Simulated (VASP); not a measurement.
A run of VASP 6.6.1 is set up as follows.

Contents of INCAR:

```
PREC = Accurate
ENCUT = 520
EDIFF = 1E-6
ISMEAR = 0
SIGMA = 0.15
LREAL = False
LASPH = True
NELM = 100
ALGO = Fast
ISIF = 2
LWAVE = False
LCHARG = False
GGA = PS
NBANDS = 20
```

File KPOINTS:

```
regular mesh
0
Gamma
  16 16 14
```

Contents of POSCAR:

```
TaRu
1.0
    2.8240250000      0.0000000000      0.0000000000
    0.0000000000      3.2819750000      0.0000000000
    0.0000000000      0.0000000000      3.3890000000
Ta Ru
1 1
Direct
    0.5000000000      0.5000000000      0.5000000000
    0.0000000000      0.0000000000      0.0000000000
```

Potentials or basis: VASP PAW PBE potentials, release 64 (Ta_pv, Ru_pv).

Run with:

```sh
$ cat potpaw_PBE.64/Ta_pv/POTCAR potpaw_PBE.64/Ru_pv/POTCAR > POTCAR
$ mpirun -np 1 vasp_std > vasp.out
```

(1) Estimate the pressure.

## Answers

(1) -2.1 GPa.

Caveat: the cell differs from its parent crystal (strain -0.0750 x Voigt [1, -1, 0, 0, 0, 0]); the PAW data sets were made with another functional, which shifts forces and pressure a little.
